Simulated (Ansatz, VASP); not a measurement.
## One calculation of TiGe4, two programs

```
Ti Ge
1.0
    -2.95439    2.95439    2.95439
     2.95439   -2.95439    2.95439
     2.95439    2.95439   -2.95439
Ti Ge
1 4
Direct
  0.00000 0.00000 0.00000
  0.50000 0.50000 0.50000
  0.50000 0.00000 0.00000
  0.00000 0.00000 0.50000
  0.00000 0.50000 0.00000
```

Change from the starting cell: species swapped into the GeF4 type (I-43m, No. 217).

Alike in both runs: task relaxation of cell and atoms; functional PBE; k mesh 10 × 10 × 10; occupations gaussian, width 0.1 eV; no spin polarisation.

|  | VASP | Ansatz |
| --- | --- | --- |
| version | VASP 6.6.1 | Ansatz 0.2.0 |
| potentials or method | VASP PAW PBE potentials, release 64 (Ti_sv, Ge_d), cutoff 600 eV | scalar-relativistic, plane waves, PAW |
| valence electrons in the cell | 68 | 68 |

VASP gave:

| Item | Value |
| --- | --- |
| gap on the k mesh at the Fermi level, each at its own relaxed structure (eV) | none |
| relaxed volume (Å³/atom) | 20.35 |
| relaxed length of the cell vector where the two differ most in proportion (Å) | 5.094 |

Q: What did Ansatz give for the same quantities?

A: gap on the k mesh at the Fermi level, each at its own relaxed structure (eV): none; relaxed volume (Å³/atom): 20.34; relaxed length of the cell vector where the two differ most in proportion (Å): 5.093.

A gap of «none» marks a metal or a gap that the smearing closes.
